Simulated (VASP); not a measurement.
Sb: single point with HSE06

Crystal: Sb.

```xyz
2
Lattice="0.0000 3.4985 3.4985 3.4985 0.0000 3.4985 3.4985 3.4985 0.0000" Properties=species:S:1:pos:R:3 pbc="T T T"
Sb    0.8746    0.8746    0.8746
Sb    6.1223    6.1223    6.1223
```

- Program: VASP 6.6.1
- Task: single point
- Functional: HSE06
- Potentials or basis: VASP PAW PBE potentials, release 64 (Sb)
- Cutoff: 520 eV
- k mesh: 4 × 4 × 4
- Occupations: fermi-dirac, width 0.1 eV
- Spin: no spin polarisation
- Dipole correction: no
- Grid for exact exchange (PRECFOCK): Normal
- Further INCAR settings: ALGO = Normal; EDIFF = 1e-07; NBANDS = 12
- Screening parameter: 0.2079 1/Å

| Quantity | Value |
| --- | --- |
| Pressure | -2.4 GPa |
| Band gap on the k mesh | zero (band 5 reaches 4.59 eV, above the bottom of band 6 at 3.24 eV) |

Levels at points of the mesh, in eV from the Fermi level:
| k point | band 3 | band 4 | band 5 | band 6 | band 7 | band 8 |
| --- | --- | --- | --- | --- | --- | --- |
| (0.00, 0.00, 0.00) | -1.97 | -1.97 | -1.97 | 0.84 | 0.84 | 0.84 |
| (0.50, 0.00, 0.00) | -2.81 | -2.81 | -2.33 | 1.97 | 1.97 | 4.57 |
| (0.50, 0.50, 0.00) | -3.74 | -3.74 | -0.31 | -0.31 | 4.81 | 4.81 |

Wall time 10 min on 1 thread of Intel(R) Xeon(R) Platinum 8375C CPU @ 2.90GHz (Ice Lake), on a shared host, peak memory 0.34 GiB.

Caveat: the k points lie up to 0.39 Å⁻¹ apart; the PAW data sets were made with another functional, which shifts forces and pressure a little; spin-orbit coupling is left out, which moves the levels of the heavy elements.
